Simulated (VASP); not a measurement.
A run of VASP 6.6.1 is set up as follows.

Contents of INCAR:

```
ALGO     = Normal         # electronic algorithm
EDIFF    = 1E-7           # SCF threshold, eV
EDIFFG   = -0.01          # ionic threshold
ENCUT    = 600            # plane-wave cutoff, eV
GGA      = PS             # functional
IBRION   = 2              # ionic algorithm
ISIF     = 3              # what is computed and relaxed
ISMEAR   = 0              # smearing method
LASPH    = T              # aspherical terms in the spheres
LCHARG   = F              # write CHGCAR
LREAL    = F              # projectors in reciprocal space
LWAVE    = F              # write WAVECAR
NELM     = 100            # most SCF steps
NSW      = 100            # ionic steps
PREC     = Accurate       # precision mode
SIGMA    = 0.1            # smearing width, eV
```

KPOINTS

```
k-points
0
Gamma
  12 12 6
```

POSCAR

```
Te
1.0
    4.8687879438      0.0000000000      0.0000000000
   -2.4343939719      4.2164940450      0.0000000000
    0.0000000000      0.0000000000      9.9688262392
Te
4
Direct
    0.3333333333      0.6666666667      0.4606281500
    0.6666666667      0.3333333333      0.9606281500
    0.6666666667      0.3333333333      0.5393718500
    0.3333333333      0.6666666667      0.0393718500
```

Potentials or basis: VASP PAW PBE potentials, release 64 (Te).

Run with:

```console
$ cat potpaw_PBE.64/Te/POTCAR > POTCAR
$ mpirun -np 1 vasp_std > vasp.out
```

Estimate the relaxed volume.

51.52 Å³/atom.

What does it give for the band gap on the k mesh?

Zero (bands 12 and 13 overlap by 0.30 eV).

Forces in eV/Å, atoms in the order of the input:
```
Te   0.000  0.000  0.003
Te   0.000  0.000  0.003
Te   0.000  0.000 -0.003
Te   0.000  0.000 -0.003
```

Caveat: the highest band is partly filled, so the run has too few bands; the PAW data sets were made with another functional, which shifts forces and pressure a little; spin-orbit coupling is left out, which moves the levels of the heavy elements; this functional lacks dispersion, which binds layers or chains, so the pressure and a relaxed spacing across them are unreliable.
